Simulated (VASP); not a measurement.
# K2MgH4 (I4/mmm) in VASP: dielectric tensor with LDA

Aim: the dielectric tensor of K2MgH4 with LDA.

All numbers are computed with VASP 6.6.1; they aren't measurements. Logs are shortened: lines on timing, memory, paths and dates and some standing lists are left out, and cuts for length are marked.

## (1) The cell of the first run

It takes space group I4/mmm (No. 139, tetragonal). Conventional cell: a = 4.036 Å, b = 4.036 Å, c = 13.592 Å, α = 90.00°, β = 90.00°, γ = 90.00°. K (site symmetry 4mm) has 9 H at 2.77 to 2.86 Å and 4 Mg at 3.50 Å within 3.7 Å. Within 2.7 Å of Mg (site symmetry 4/mmm) lie 6 H at 2.00 to 2.02 Å. H (site symmetry 4mm) has 1 Mg at 2.00 Å within 2.7 Å. Within 2.7 Å of H (site symmetry mmm) lie 2 Mg at 2.02 Å.

## (2) Dielectric tensor, LDA

File INCAR:

```
  PREC = Accurate
  ENCUT = 520
  EDIFF = 1E-8
  ISMEAR = 0
  SIGMA = 0.01
  LREAL = False
  LASPH = True
  NELM = 100
  ALGO = Normal
  ISIF = 2
  LWAVE = False
  LCHARG = False
  GGA = CA
  LEPSILON = True
```

File KPOINTS:

```
Automatic mesh
0
Gamma
  6 6 6
  0.5 0.5 0.5
```

File POSCAR:

```
K2MgH4
1.0
   -2.0180500000      2.0180500000      6.7960500000
    2.0180500000     -2.0180500000      6.7960500000
    2.0180500000      2.0180500000     -6.7960500000
K Mg H
2 1 4
Direct
    0.3513000000      0.3513000000      0.0000000000
    0.6487000000      0.6487000000      0.0000000000
    0.0000000000      0.0000000000      0.0000000000
    0.1472000000      0.1472000000      0.0000000000
    0.8528000000      0.8528000000      0.0000000000
    0.5000000000      0.0000000000      0.5000000000
    0.0000000000      0.5000000000      0.5000000000
```

Potentials or basis: VASP PAW LDA potentials, release 64 (K_sv, Mg, H).

Launch:

```bash
> cat potpaw_LDA.64/K_sv/POTCAR potpaw_LDA.64/Mg/POTCAR potpaw_LDA.64/H/POTCAR > POTCAR
> mpirun -np 1 vasp_std > vasp.out
```

OUTCAR:

```text
PREC = Accurate
   ENCUT = 520
   EDIFF = 1E-8
   ISMEAR = 0
   LREAL = False
   LASPH = True
   NELM = 100
   ISIF = 2
   GGA = CA
   LEPSILON = True

 ion  position               nearest neighbor table
   1  0.351  0.351  0.000-   3 3.50   3 3.50   3 3.50   3 3.50
   2  0.649  0.649  0.000-   3 3.50   3 3.50   3 3.50   3 3.50
   3  0.000  0.000  0.000-   4 2.00   5 2.00   6 2.02   7 2.02   7 2.02   6 2.02   1 3.50   2 3.50
                             2 3.50   1 3.50   2 3.50   1 3.50   2 3.50   1 3.50
   4  0.147  0.147  0.000-   3 2.00
   5  0.853  0.853  0.000-   3 2.00
   6  0.500  0.000  0.500-   3 2.02   3 2.02
   7  0.000  0.500  0.500-   3 2.02   3 2.02

  LATTYP: Found a body centered tetragonal cell.
 ALAT       =     4.0361000000
 C/A-ratio  =     3.3676321201

  Lattice vectors:

 A1 = (  -2.0180500000,   2.0180500000,   6.7960500000)
 A2 = (   2.0180500000,  -2.0180500000,   6.7960500000)
 A3 = (   2.0180500000,   2.0180500000,  -6.7960500000)

Analysis of symmetry for initial positions (statically):
=====================================================================
 Subroutine PRICEL returns:
 Original cell was already a primitive cell.

 Routine SETGRP: Setting up the symmetry group for a
 body centered tetragonal supercell.

 Subroutine GETGRP returns: Found 16 space group operations
 (whereof 16 operations were pure point group operations)
 out of a pool of 16 trial point group operations.

The static configuration has the point symmetry D_4h.

Analysis of symmetry for dynamics (positions and initial velocities):
=====================================================================
 Subroutine PRICEL returns:
 Original cell was already a primitive cell.

 Routine SETGRP: Setting up the symmetry group for a
 body centered tetragonal supercell.

 Subroutine GETGRP returns: Found 16 space group operations
 (whereof 16 operations were pure point group operations)
 out of a pool of 16 trial point group operations.

The dynamic configuration has the point symmetry D_4h.

 Subroutine INISYM returns: Found 16 space group operations
 (whereof 16 operations are pure point group operations),
 and found     1 'primitive' translations

----------------------------------------------------------------------------------------

                                     Primitive cell

  volume of cell :     110.7084

  direct lattice vectors                    reciprocal lattice vectors
    -2.018050000  2.018050000  6.796050000     0.000000000  0.247763931  0.073572149
     2.018050000 -2.018050000  6.796050000     0.247763931  0.000000000  0.073572149
     2.018050000  2.018050000 -6.796050000     0.247763931  0.247763931  0.000000000

  length of vectors
     7.370980071  7.370980071  7.370980071     0.258456624  0.258456624  0.350391111

  position of ions in fractional coordinates (direct lattice)
     0.351300000  0.351300000  0.000000000
     0.648700000  0.648700000  0.000000000
     0.000000000  0.000000000  0.000000000
     0.147200000  0.147200000  0.000000000
     0.852800000  0.852800000  0.000000000
     0.500000000  0.000000000  0.500000000
     0.000000000  0.500000000  0.500000000

  ion indices of the primitive-cell ions
   primitive index   ion index
                 1           1
                 2           2
                 3           3
                 4           4
                 5           5
                 6           6
                 7           7

----------------------------------------------------------------------------------------

 KPOINTS: Automatic mesh

Automatic generation of k-mesh.
 Grid dimensions read from file:
 generate k-points for:    6    6    6

 Generating k-lattice:

[... 107 lines left out ...]
 fundamental gap:      3.0790254192
 Fermi energy:        -0.7505377441

 k-point     1 :       0.0833    0.0833    0.0833
  band No.  band energies     occupation
      1     -29.7186      2.00000
      2     -29.6926      2.00000
      3     -13.6152      2.00000
      4     -13.4791      2.00000
      5     -13.4661      2.00000
      6     -13.4273      2.00000
[... 433 lines left out ...]
      3     -13.5554      2.00000
      4     -13.5196      2.00000
      5     -13.4772      2.00000
      6     -13.4057      2.00000
[... 8 lines left out ...]
     15       4.3581      0.00000
     16       5.3249      0.00000

 [... further k-points ...]

  FORCE on cell =-STRESS in cart. coord.  units (eV):
  Direction    XX          YY          ZZ          XY          YZ          ZX
  --------------------------------------------------------------------------------------
  -------------------------------------------------------------------------------------
  Total       -1.8061835     -1.8061835     -1.7140778      0.0000000     -0.0000000     -0.0000000
  in kB      -26.1391861    -26.1391861    -24.8062275      0.0000000     -0.0000000     -0.0000000
  external PRESSURE =     -25.6948666 kB  Pullay stress =       0.0000000 kB

 VOLUME and BASIS-vectors are now :
 -----------------------------------------------------------------------------
  energy-cutoff  :      520.00
  volume of cell :      110.71
      direct lattice vectors                 reciprocal lattice vectors
    -2.018050000  2.018050000  6.796050000     0.000000000  0.247763931  0.073572149
     2.018050000 -2.018050000  6.796050000     0.247763931  0.000000000  0.073572149
     2.018050000  2.018050000 -6.796050000     0.247763931  0.247763931  0.000000000

 POSITION                                       TOTAL-FORCE (eV/Angst)
 -----------------------------------------------------------------------------------
      0.00000      0.00000      4.77490         0.000000      0.000000      0.309681
      0.00000      0.00000      8.81720         0.000000      0.000000     -0.309681
      0.00000      0.00000      0.00000        -0.000000     -0.000000      0.000000
      0.00000      0.00000      2.00076        -0.000000     -0.000000      0.058649
      0.00000      0.00000     11.59134        -0.000000     -0.000000     -0.058649
      0.00000      2.01805      0.00000        -0.000000     -0.000000      0.000000
      2.01805      0.00000      0.00000        -0.000000     -0.000000      0.000000
 -----------------------------------------------------------------------------------
    total drift:                                0.000000      0.000000     -0.000000

  FREE ENERGIE OF THE ION-ELECTRON SYSTEM (eV)
  ---------------------------------------------------
  free  energy   TOTEN  =       -20.2787357507 eV

  energy  without entropy=      -20.2787357507  energy(sigma->0) =      -20.27873575

 HEAD OF MICROSCOPIC STATIC DIELECTRIC TENSOR (INDEPENDENT PARTICLE, excluding Hartree and local field effects)
 ------------------------------------------------------
           3.593358     0.000000    -0.000000
           0.000000     3.593358     0.000000
          -0.000000     0.000000     3.593857
 ------------------------------------------------------

 Free energy of the ion-electron system (eV)
  ---------------------------------------------------
  ---------------------------------------------------
  free energy    TOTEN  =        -0.82303899 eV

  energy without entropy =       -0.82303899

------------------------ aborting loop because EDIFF is reached ----------------------------------------

--------------------------------------- Ionic step        2  -------------------------------------------

------------------------ aborting loop because EDIFF is reached ----------------------------------------

--------------------------------------- Ionic step        3  -------------------------------------------

 Free energy of the ion-electron system (eV)
  ---------------------------------------------------
  ---------------------------------------------------
  free energy    TOTEN  =        -0.79042832 eV

  energy without entropy =       -0.79042832

------------------------ aborting loop because EDIFF is reached ----------------------------------------

 PIEZOELECTRIC TENSOR FIELD DIRECTION 3  (e Angst)
 -----------------------------------------------------------------------------
     0.00002  0.00000  0.00000           (  0.00000  0.00000  0.00000)
     0.00000  0.00002  0.00000           (  0.00000  0.00000  0.00000)
     0.00000  0.00000  0.00055           (  0.00000  0.00000  0.00000)

 PIEZOELECTRIC TENSOR FIELD DIRECTION 3  (C/m^2)
 -----------------------------------------------------------------------------
     0.00000  0.00000  0.00000
     0.00000  0.00000  0.00000
     0.00000  0.00000  0.00008

 MACROSCOPIC STATIC DIELECTRIC TENSOR (including local field effects in DFT)
 ------------------------------------------------------
           3.416019     0.000000    -0.000000
           0.000000     3.416019     0.000000
           0.000000     0.000000     3.323083
 ------------------------------------------------------

 PIEZOELECTRIC TENSOR (including local field effects)  for field in x, y, z        (e  Angst)
          XX          YY          ZZ          XY          YZ          ZX
  --------------------------------------------------------------------------------
  x     0.00000     0.00000     0.00000     0.00000     0.00000     0.00000
  y     0.00000     0.00000     0.00000     0.00000     0.00000     0.00000
  z     0.00000     0.00000     0.00000     0.00000     0.00000     0.00000

 PIEZOELECTRIC TENSOR (including local field effects)  for field in x, y, z        (C/m^2)
          XX          YY          ZZ          XY          YZ          ZX
  --------------------------------------------------------------------------------
  x     0.00000     0.00000     0.00000     0.00000     0.00000     0.00000
  y     0.00000     0.00000     0.00000     0.00000     0.00000     0.00000
  z     0.00000     0.00000     0.00000     0.00000     0.00000     0.00000

 BORN EFFECTIVE CHARGES (including local field effects) (in |e|, cummulative output)
 ---------------------------------------------------------------------------------
 ion    1
    1     0.98101     0.00000     0.00000
    2     0.00000     0.98101    -0.00000
    3     0.00000     0.00000     0.99406
 ion    2
    1     0.98101     0.00000     0.00000
    2     0.00000     0.98101    -0.00000
    3     0.00000     0.00000     0.99406
 ion    3
    1     1.86115    -0.00000     0.00000
    2    -0.00000     1.86115     0.00000
    3     0.00000     0.00000     1.59362
 ion    4
    1    -0.87688     0.00000     0.00000
    2    -0.00000    -0.87688    -0.00000
    3     0.00000     0.00000    -1.07372
 ion    5
    1    -0.87688    -0.00000     0.00000
    2    -0.00000    -0.87688    -0.00000
    3     0.00000     0.00000    -1.07372
 ion    6
    1    -0.81334    -0.00000     0.00000
    2    -0.00000    -1.25606     0.00000
    3     0.00000     0.00000    -0.71715
 ion    7
    1    -1.25606    -0.00000     0.00000
    2    -0.00000    -0.81334     0.00000
    3     0.00000     0.00000    -0.71715
```

Wall time 39 min (1 thread of Intel Xeon Platinum 8488C (Sapphire Rapids), shared host); peak memory 0.58 GiB.

What came out:

- Band gap on the k mesh: 3.08 eV, indirect (least direct gap 3.37 eV)
- Electronic dielectric tensor (diagonal): 3.42, 3.42, 3.32
- Born charges (mean of the diagonal): K +0.99; Mg +1.77; H -0.94, -0.93 e

Electronic dielectric tensor:
```
3.42 0.00 0.00
0.00 3.42 0.00
0.00 0.00 3.32
```

Born effective charge tensors (e):
atom 1, K
```
0.98 0.00 0.00
0.00 0.98 0.00
0.00 0.00 0.99
```
atom 2, K
```
0.98 0.00 0.00
0.00 0.98 0.00
0.00 0.00 0.99
```
atom 3, Mg
```
1.86 0.00 0.00
0.00 1.86 0.00
0.00 0.00 1.59
```
atom 4, H
```
-0.88  0.00  0.00
 0.00 -0.88  0.00
 0.00  0.00 -1.07
```
atom 5, H
```
-0.88  0.00  0.00
 0.00 -0.88  0.00
 0.00  0.00 -1.07
```
atom 6, H
```
-0.81  0.00  0.00
 0.00 -1.26  0.00
 0.00  0.00 -0.72
```
atom 7, H
```
-1.26  0.00  0.00
 0.00 -0.81  0.00
 0.00  0.00 -0.72
```

A k mesh can miss the band edges. LDA gaps usually lie below the measured ones, often by a third to a half.
